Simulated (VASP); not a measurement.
Write the native input for VASP 6.6.1 that does the following.

```
Task                   : relaxation of cell and atoms
Functional             : PBE
Potentials or basis    : VASP PAW PBE potentials, release 64 (Zr_sv, Sc_sv, Cu)
Cutoff                 : 600 eV
k mesh                 : 6 × 10 × 2
Occupations            : gaussian, width 0.1 eV
Spin                   : no spin polarisation
Dipole correction      : no
Further INCAR settings : ALGO = Normal; EDIFF = 1e-07; IBRION = 2; EDIFFG = -0.01; NSW = 100; ISIF = 3
```

The structure of Zr4ScCu lies in POSCAR:

```
Zr4ScCu
1.0
    5.6185932412      0.0000000000      0.0000000000
    0.0000000000      3.2502795669      0.0000000000
   -0.0155334677      0.0000000000     14.4038117402
Zr Sc Cu
8 2 2
Direct
    0.5635769202      0.2500000000      0.3081055046
    0.0921941526      0.7500000000      0.3207694313
    0.5899365505      0.2500000000      0.8764716663
    0.0829702474      0.7500000000      0.8451999382
    0.4100634495      0.7500000000      0.1235283337
    0.9170297526      0.2500000000      0.1548000618
    0.4364230798      0.7500000000      0.6918944954
    0.9078058474      0.2500000000      0.6792305687
    0.2537639297      0.2500000000      0.5020072989
    0.7462360703      0.7500000000      0.4979927011
    0.1748960287      0.2500000000      0.9931965437
    0.8251039713      0.7500000000      0.0068034563
```

The input as run:

INCAR

```
SYSTEM = Zr4ScCu
PREC     = Accurate       ! precision mode
ENCUT    = 600            ! plane-wave cutoff, eV
EDIFF    = 1E-7           ! SCF threshold, eV
ISMEAR   = 0              ! smearing method
SIGMA    = 0.1            ! smearing width, eV
LREAL    = .False.        ! projectors in reciprocal space
LASPH    = .True.         ! aspherical terms in the spheres
NELM     = 120            ! most SCF steps
ALGO     = Normal         ! electronic algorithm
ISIF     = 3              ! what is computed and relaxed
LWAVE    = .False.        ! write WAVECAR
LCHARG   = .False.        ! write CHGCAR
GGA      = PE             ! functional
IBRION   = 2              ! ionic algorithm
NSW      = 100            ! ionic steps
EDIFFG   = -0.01          ! ionic threshold
GGA_COMPAT= .False.      
NELMIN   = 4            
KPAR     = 4
```

KPOINTS

```
Automatic mesh
0
Gamma
  6 10 2
  0 0 0
```

Potentials or basis: VASP PAW PBE potentials, release 64 (Zr_sv, Sc_sv, Cu).

The run is started by

```sh
$ cat potpaw_PBE.64/Zr_sv/POTCAR potpaw_PBE.64/Sc_sv/POTCAR potpaw_PBE.64/Cu/POTCAR > POTCAR
$ mpirun -np 4 vasp_std > vasp.out
```

It gave:

```
Relaxed volume                        : 21.89 Å³/atom
Relaxed cell                          : a = 5.608 Å, b = 3.255 Å, c = 14.391 Å, α = 90.00°, β = 90.14°, γ = 90.00°
Space group after relaxing (to 0.1 Å) : P2_1/m (No. 11)
Energy gained by relaxing             : 0.1 meV/atom
Ionic steps                           : 10
Pressure after relaxing               : 0.0 GPa
Largest force after relaxing          : 0.010 eV/Å
Band gap on the k mesh                : zero (bands 70 and 71 overlap by 0.96 eV)
```

Wall time 36 min on 4 MPI ranks on Intel(R) Xeon(R) 6975P-C (Granite Rapids) (shared host), peak memory 1.2 GiB a rank.
